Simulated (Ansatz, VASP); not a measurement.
**ZnS: VASP beside Ansatz**

File INCAR:

```
SYSTEM = ZnS
ALGO = Normal ; EDIFF = 1E-7
ENCUT = 520 ; GGA = PE
ISIF = 2 ; ISMEAR = 0
LASPH = .True. ; LCHARG = .True.
LELF = .True. ; LREAL = .False.
LVHAR = .True. ; LWAVE = .False.
NBANDS = 46 ; NELM = 100
PREC = Accurate ; SIGMA = 0.05
```

KPOINTS

```
k-points
0
Gamma
  12 12 2
  0 0 0
```

The input POSCAR:

```
ZnS
1.0
    3.8467234434      0.0000000000      0.0000000000
   -1.9233617217      3.3313602233      0.0000000000
    0.0000000000      0.0000000000     12.5902250239
Zn S
4 4
Direct
    0.0000000000      0.0000000000      0.0044401962
    0.0000000000      0.0000000000      0.4956604976
    0.3333333333      0.6666666667      0.2530446869
    0.6666666667      0.3333333333      0.7470043405
    0.0000000000      0.0000000000      0.1723971919
    0.0000000000      0.0000000000      0.7021822037
    0.3333333333      0.6666666667      0.4376366653
    0.6666666667      0.3333333333      0.9376342177
```

Input for Ansatz:

```yaml
crystal:
  lattice:
    - [3.8467234434, 0.0, 0.0]
    - [-1.9233617217, 3.3313602233, 0.0]
    - [0.0, 0.0, 12.5902250239]
  atoms:
    - { symbol: Zn, position: [0.0, 0.0, 0.0044401962] }
    - { symbol: Zn, position: [0.0, 0.0, 0.4956604976] }
    - { symbol: Zn, position: [0.3333333333, 0.6666666667, 0.2530446869] }
    - { symbol: Zn, position: [0.6666666667, 0.3333333333, 0.7470043405] }
    - { symbol: S, position: [0.0, 0.0, 0.1723971919] }
    - { symbol: S, position: [0.0, 0.0, 0.7021822037] }
    - { symbol: S, position: [0.3333333333, 0.6666666667, 0.4376366653] }
    - { symbol: S, position: [0.6666666667, 0.3333333333, 0.9376342177] }
basis:
  ecutwfc: 420
kpoints:
  mp_grid: { grid: [12, 12, 2] }
hamiltonian:
  xc: pbe
scf:
  occupations: { method: gaussian, width: 0.05 }
output:
  forces: true
  stress: true
  eigenvalues: true
```

Change from the starting cell: mode 23 (322.4 1/cm) frozen in, largest displacement +0.188 Å.

Alike in both runs: task single point; functional PBE; k mesh 12 × 12 × 2; occupations gaussian, width 0.05 eV; no spin polarisation.

|  | VASP | Ansatz |
| --- | --- | --- |
| version | VASP 6.6.1 | Ansatz 0.2.0 |
| potentials or method | VASP PAW PBE potentials, release 64 (Zn, S), cutoff 520 eV | scalar-relativistic, plane waves, PAW |
| valence electrons in the cell | 72 | 72 |

Ansatz gave:

```
gap on the k mesh at the Fermi level (eV)                     : 1.44
least direct gap on the mesh (eV)                             : 1.44
pressure (GPa)                                                : 1.0
traceless stress, the component that is largest in VASP (GPa) : 1.38
rms of the force components (eV/Å)                            : 0.938
```

Question: Which values does VASP return?

Answer: gap on the k mesh at the Fermi level (eV): 1.43; least direct gap on the mesh (eV): 1.43; pressure (GPa): 1.2; traceless stress, the component that is largest in VASP (GPa): 1.37; rms of the force components (eV/Å): 0.945.

Atom by atom the forces differ by 0.007 eV/Å (rms over components).
